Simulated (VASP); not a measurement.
# TiN (Osbornite) (Fm-3m) in VASP: vibrations by perturbation theory with PBE

Aim: the vibrations by perturbation theory of TiN (Osbornite) with PBE.

Everything below comes from runs of VASP 6.6.1. Logs are shortened: lines on timing, memory, paths and dates and some standing lists are left out, and cuts for length are marked.

## (1) The cell of the first run

The structure is cubic, space group Fm-3m (No. 225). The conventional cell has a = 4.238 Å, b = 4.238 Å, c = 4.238 Å, α = 90.00°, β = 90.00°, γ = 90.00°. Ti (site symmetry m-3m) has 6 N at 2.12 Å within 2.8 Å. Within 2.8 Å of N (site symmetry m-3m) lie 6 Ti at 2.12 Å.

## (2) Vibrations by perturbation theory, PBE

INCAR reads:

```
SYSTEM = TiN
ALGO = Normal ; EDIFF = 1E-8
ENCUT = 600 ; GGA = PE
GGA_COMPAT = .False. ; IBRION = 8
ISIF = 2 ; ISMEAR = -1
LASPH = .True. ; LCHARG = .False.
LREAL = .False. ; LWAVE = .False.
NELM = 120 ; NSW = 1
PREC = Accurate ; SIGMA = 0.1
```

KPOINTS reads:

```
k-points
0
Gamma
  12 12 12
  0 0 0
```

POSCAR reads:

```
TiN
1.0
    0.0000000000      2.1190000000      2.1190000000
    2.1190000000      0.0000000000      2.1190000000
    2.1190000000      2.1190000000      0.0000000000
Ti N
1 1
Direct
    0.0000000000      0.0000000000      0.0000000000
    0.5000000000      0.5000000000      0.5000000000
```

Potentials or basis: VASP PAW PBE potentials, release 64 (Ti_sv, N).

Started as:

```
$ cat potpaw_PBE.64/Ti_sv/POTCAR potpaw_PBE.64/N/POTCAR > POTCAR
$ mpirun -np 1 vasp_std > vasp.out
```

OUTCAR:

```text
SYSTEM = TiN
   EDIFF = 1E-8
   ENCUT = 600
   GGA = PE
   IBRION = 8
   ISIF = 2
   ISMEAR = -1
   LASPH = .True.
   LREAL = .False.
   NELM = 120
   NSW = 1
   PREC = Accurate

 ion  position               nearest neighbor table
   1  0.000  0.000  0.000-   2 2.12   2 2.12   2 2.12   2 2.12   2 2.12   2 2.12
   2  0.500  0.500  0.500-   1 2.12   1 2.12   1 2.12   1 2.12   1 2.12   1 2.12

  LATTYP: Found a face centered cubic cell.
 ALAT       =     4.2380000000

  Lattice vectors:

 A1 = (   0.0000000000,   2.1190000000,   2.1190000000)
 A2 = (   2.1190000000,   0.0000000000,   2.1190000000)
 A3 = (   2.1190000000,   2.1190000000,   0.0000000000)

Analysis of symmetry for initial positions (statically):
=====================================================================
 Subroutine PRICEL returns:
 Original cell was already a primitive cell.

 Routine SETGRP: Setting up the symmetry group for a
 face centered cubic supercell.

 Subroutine GETGRP returns: Found 48 space group operations
 (whereof 48 operations were pure point group operations)
 out of a pool of 48 trial point group operations.

The static configuration has the point symmetry O_h .

Analysis of symmetry for dynamics (positions and initial velocities):
=====================================================================
 Subroutine PRICEL returns:
 Original cell was already a primitive cell.

 Routine SETGRP: Setting up the symmetry group for a
 face centered cubic supercell.

 Subroutine GETGRP returns: Found 48 space group operations
 (whereof 48 operations were pure point group operations)
 out of a pool of 48 trial point group operations.

The dynamic configuration has the point symmetry O_h .

 Subroutine INISYM returns: Found 48 space group operations
 (whereof 48 operations are pure point group operations),
 and found     1 'primitive' translations

----------------------------------------------------------------------------------------

                                     Primitive cell

  volume of cell :      19.0293

  direct lattice vectors                    reciprocal lattice vectors
     0.000000000  2.119000000  2.119000000    -0.235960359  0.235960359  0.235960359
     2.119000000  0.000000000  2.119000000     0.235960359 -0.235960359  0.235960359
     2.119000000  2.119000000  0.000000000     0.235960359  0.235960359 -0.235960359

  length of vectors
     2.996718539  2.996718539  2.996718539     0.408695330  0.408695330  0.408695330

  position of ions in fractional coordinates (direct lattice)
     0.000000000  0.000000000  0.000000000
     0.500000000  0.500000000  0.500000000

  ion indices of the primitive-cell ions
   primitive index   ion index
                 1           1
                 2           2

----------------------------------------------------------------------------------------

 KPOINTS: k-points

Automatic generation of k-mesh.
 Grid dimensions read from file:
 generate k-points for:   12   12   12

 Generating k-lattice:

  Cartesian coordinates                     Fractional coordinates (reciprocal lattice)
    -0.019663363  0.019663363  0.019663363     0.083333333  0.000000000  0.000000000
     0.019663363 -0.019663363  0.019663363     0.000000000  0.083333333  0.000000000
     0.019663363  0.019663363 -0.019663363     0.000000000  0.000000000  0.083333333

  Length of vectors
     0.034057944  0.034057944  0.034057944

  Shift w.r.t. Gamma in fractional coordinates (k-lattice)
     0.000000000  0.000000000  0.000000000

 Subroutine IBZKPT returns following result:
 ===========================================

 Found     72 irreducible k-points:

 Following reciprocal coordinates:
            Coordinates               Weight
  0.000000  0.000000  0.000000      1.000000
  0.083333  0.000000  0.000000      8.000000
  0.166667  0.000000  0.000000      8.000000
  0.250000  0.000000  0.000000      8.000000
  0.333333  0.000000  0.000000      8.000000
  0.416667  0.000000  0.000000      8.000000
[... 16 lines left out ...]
  0.500000  0.166667  0.000000     24.000000
 -0.416667  0.166667  0.000000     24.000000
 [... further k-points ...]
   k-points           NKPTS =     72   k-points in BZ     NKDIM =     72   number of bands    NBANDS=     12
   number of dos      NEDOS =    301   number of ions     NIONS =      2
   total plane-waves  NPLWV =  13824
   dimension x,y,z NGX =    24 NGY =   24 NGZ =   24
   dimension x,y,z NGXF=    48 NGYF=   48 NGZF=   48
   ions per type =               1   1
   NGX,Y,Z   is equivalent  to a cutoff of  13.31, 13.31, 13.31 a.u.
   NGXF,Y,Z  is equivalent  to a cutoff of  26.63, 26.63, 26.63 a.u.
 SYSTEM =  TiN
   PREC   = accura    normal or accurate (medium, high low for compatibility)
   ISTART =      0    job   : 0-new  1-cont  2-samecut
   ICHARG =      2    charge: 1-file 2-atom 10-const
   ISPIN  =      1    spin polarized calculation?
   LNONCOLLINEAR =      F non collinear calculations
   LSORBIT =      F    spin-orbit coupling
   LASPH  =      T    aspherical Exc in radial PAW
   ENCUT  =  600.0 eV  44.10 Ry    6.64 a.u.   5.99  5.99  5.99*2*pi/ulx,y,z
   NELM   =    120;   NELMIN=  2; NELMDL= -5     # of ELM steps
   EDIFF  = 0.1E-07   stopping-criterion for ELM
   LREAL  =      F    real-space projection
   EDIFFG = 0.1E-06   stopping-criterion for IOM
   NSW    =      1    number of steps for IOM
   IBRION =      8    ionic relax: 0-MD 1-quasi-New 2-CG
   NFREE  =      0    steps in history (QN), initial steepest desc. (CG)
   ISIF   =      2    stress and relaxation
   ISYM   =      2    0-nonsym 1-usesym 2-fastsym
   POTIM  = 0.5000    time-step for ionic-motion
   TEBEG  =    0.0;   TEEND  =   0.0 temperature during run
   PSTRESS=    0.0 pullay stress
   NELECT =      17.0000    total number of electrons
   NUPDOWN=      -1.0000    fix difference up-down
   EMIN   =  10.00;   EMAX   =-10.00  energy-range for DOS
   EFERMI =   0.00;   METHOD = LEGACY
   ISMEAR =    -1;   SIGMA  =   0.10  broadening in eV -4-tet -1-fermi 0-gaus
   EFERMI_NEDOS =   21; number of points for ismear=-14 and -15
   IALGO  =     38    algorithm
   IMIX   =      4    mixing-type and parameters
     AMIX     =   0.40;   BMIX     =  1.00
     AMIX_MAG =   1.60;   BMIX_MAG =  1.00
  volume/ion in A,a.u.               =       9.51        64.21
  Fermi-wavevector in a.u.,A,eV,Ry     =   1.576704  2.979539 33.824024  2.485996
  Thomas-Fermi vector in A             =   2.677497
   LORBIT       =      0    0 simple, 1 ext, 2 COOP (PROOUT), +10 PAW based schemes
   GGA     = PE    functional components
   LHFCALC =     F    Hartree Fock is set to
   AEXX    =    0.0000 exact exchange contribution
   IVDW    =     0    specifies the selected vdW correction
   LEPSILON=     F    determine dielectric tensor
   LRPA    =     F    only Hartree local field effects (RPA)
 non-spin polarized calculation
  energy-cutoff  :      600.00
  volume of cell :       19.03
 maximum number of plane-waves:       650
   NGX = 11   NGY = 11   NGZ = 11

--------------------------------------- Ionic step        1  -------------------------------------------

 number of electron      17.0000001 magnetization

 Free energy of the ion-electron system (eV)
  ---------------------------------------------------
  ext. energy  EPLUGINS =         0.00000000
  ---------------------------------------------------
  free energy    TOTEN  =       -19.65159197 eV

  energy without entropy =      -19.62483565  energy(sigma->0) =      -19.63821381

 E-fermi :  11.4581     XC(G=0): -13.0345

 val. band max:       11.4376974583   @ k =   0.1667   0.0000   0.0000
 cond. band min:      11.4743815090   @ k =   0.0833   0.0833   0.0000
 fundamental gap:      0.0366840507
 Fermi energy:        11.4580798452

 k-point     1 :       0.0000    0.0000    0.0000
  band No.  band energies     occupation
      1     -46.3837      2.00000
      2     -22.3618      2.00000
      3     -22.3618      2.00000
      4     -22.3618      2.00000
      5      -5.6328      2.00000
      6       9.4389      2.00000
      7       9.4389      2.00000
      8       9.4389      2.00000
      9      10.8670      1.99460
     10      10.8670      1.99460
     11      10.8670      1.99460
     12      12.0632      0.00470
[... 331 lines left out ...]
 k-point    24 :      -0.4167    0.1667    0.0000
  band No.  band energies     occupation
      1     -46.2765      2.00000
      2     -22.9406      2.00000
      3     -22.5308      2.00000
      4     -22.4407      2.00000
      5      -3.3660      2.00000
      6       3.9826      2.00000
      7       6.0401      2.00000
      8       6.1973      2.00000
      9      12.7466      0.00001
     10      13.0697      0.00000
     11      13.5888      0.00000
     12      15.9596      0.00000

 [... further k-points ...]
[... 5 lines left out ...]
  --------------------------------------------------------------------------------------
  -------------------------------------------------------------------------------------
  Total        0.2657677      0.2657677      0.2657677      0.0000000     -0.0000000      0.0000000
  in kB       22.3763825     22.3763825     22.3763825      0.0000000     -0.0000000      0.0000000
  external PRESSURE =      22.3763825 kB  Pullay stress =       0.0000000 kB

 VOLUME and BASIS-vectors are now :
 -----------------------------------------------------------------------------
  energy-cutoff  :      600.00
  volume of cell :       19.03
      direct lattice vectors                 reciprocal lattice vectors
     0.000000000  2.119000000  2.119000000    -0.235960359  0.235960359  0.235960359
     2.119000000  0.000000000  2.119000000     0.235960359 -0.235960359  0.235960359
     2.119000000  2.119000000  0.000000000     0.235960359  0.235960359 -0.235960359

 POSITION                                       TOTAL-FORCE (eV/Angst)
 -----------------------------------------------------------------------------------
      0.00000      0.00000      0.00000         0.000000     -0.000000     -0.000000
      2.11900      2.11900      2.11900        -0.000000      0.000000      0.000000
 -----------------------------------------------------------------------------------
    total drift:                                0.000000     -0.000000     -0.000000

  FREE ENERGIE OF THE ION-ELECTRON SYSTEM (eV)
  ---------------------------------------------------
  free  energy   TOTEN  =       -19.6515919687 eV

  energy  without entropy=      -19.6248356532  energy(sigma->0) =      -19.63821381

[... ionic steps 2 to 3 ...]

--------------------------------------- Ionic step        4  -------------------------------------------

------------------------ aborting loop because EDIFF is reached ----------------------------------------

[... ionic steps 5 to 6 ...]

--------------------------------------- Ionic step        7  -------------------------------------------

 Free energy of the ion-electron system (eV)
  ---------------------------------------------------
  ---------------------------------------------------
  free energy    TOTEN  =        -0.23259250 eV

  energy without entropy =       -0.23259250

------------------------ aborting loop because EDIFF is reached ----------------------------------------

 INTERNAL STRAIN TENSOR  FOR ION    2  DIRECTION 1   (eV/Angst):
 -----------------------------------------------------------------------------
     0.02150  0.00000 -0.00000
    -0.00000 -0.01027 -0.00000
     0.00000 -0.00000 -0.01027

 INTERNAL STRAIN TENSOR FOR ION    2 for displacements in x,y,z  (eV/Angst):
          X           Y           Z          XY          YZ          ZX
  --------------------------------------------------------------------------------
  x     0.00000     0.00000     0.00000     0.00000     0.00000     0.00000
  y     0.00000     0.00000     0.00000     0.00000     0.00000     0.00000
  z     0.00000     0.00000     0.00000     0.00000     0.00000     0.00000

 SECOND DERIVATIVES (NOT SYMMETRIZED)
 ------------------------------------
               1X          1Y          1Z          2X          2Y          2Z
  1X   -10.519004    0.000000    0.000000   10.519004    0.000000    0.000000
  1Y     0.000000  -10.519004    0.000000    0.000000   10.519004    0.000000
  1Z     0.000000    0.000000  -10.519004    0.000000    0.000000   10.519004
  2X    10.443717    0.000000    0.000000  -10.443717    0.000000    0.000000
  2Y     0.000000   10.443717    0.000000    0.000000  -10.443717    0.000000
  2Z     0.000000    0.000000   10.443717    0.000000    0.000000  -10.443717

 Eigenvectors and eigenvalues of the dynamical matrix
 ----------------------------------------------------

   1 f  =   15.362246 THz    96.523839 2PiTHz  512.429370 cm-1    63.533116 meV
             X         Y         Z           dx          dy          dz
      0.000000  0.000000  0.000000     0.000000    0.476989    0.000000
      2.119000  2.119000  2.119000     0.000000   -0.878910    0.000000
[... 21 lines left out ...]
   6 f/i=    0.023130 THz     0.145332 2PiTHz    0.771547 cm-1     0.095660 meV
             X         Y         Z           dx          dy          dz
      0.000000  0.000000  0.000000     0.000000   -0.878910    0.000000
      2.119000  2.119000  2.119000     0.000000   -0.476989    0.000000

--------------------------------------------------------------------------------------------------------

 ELASTIC MODULI CONTR FROM IONIC RELAXATION (kBar)
 Direction    XX          YY          ZZ          XY          YZ          ZX
 --------------------------------------------------------------------------------
 XX           0.0000      0.0000      0.0000      0.0000      0.0000      0.0000
 YY           0.0000      0.0000      0.0000      0.0000      0.0000      0.0000
 ZZ           0.0000      0.0000      0.0000      0.0000      0.0000      0.0000
 XY           0.0000      0.0000      0.0000      0.0000      0.0000      0.0000
 YZ           0.0000      0.0000      0.0000      0.0000      0.0000      0.0000
 ZX           0.0000      0.0000      0.0000      0.0000      0.0000      0.0000
 --------------------------------------------------------------------------------
```

Wall time 4.3 min (1 thread of AMD EPYC 7R43 (Zen 3), shared host); peak memory 0.21 GiB.

Results:

```yaml
Highest_phonon_frequency_at_Γ_LO-TO_splitting_left_out: 512 cm⁻¹
```

Phonon frequencies in cm⁻¹ (negative: imaginary):
```csv
q point,frequencies
"(0.000, 0.000, 0.000)",-1 -1 -1 512 512 512
```

Caveat: the cell wasn't relaxed at this level first, which shifts response properties.
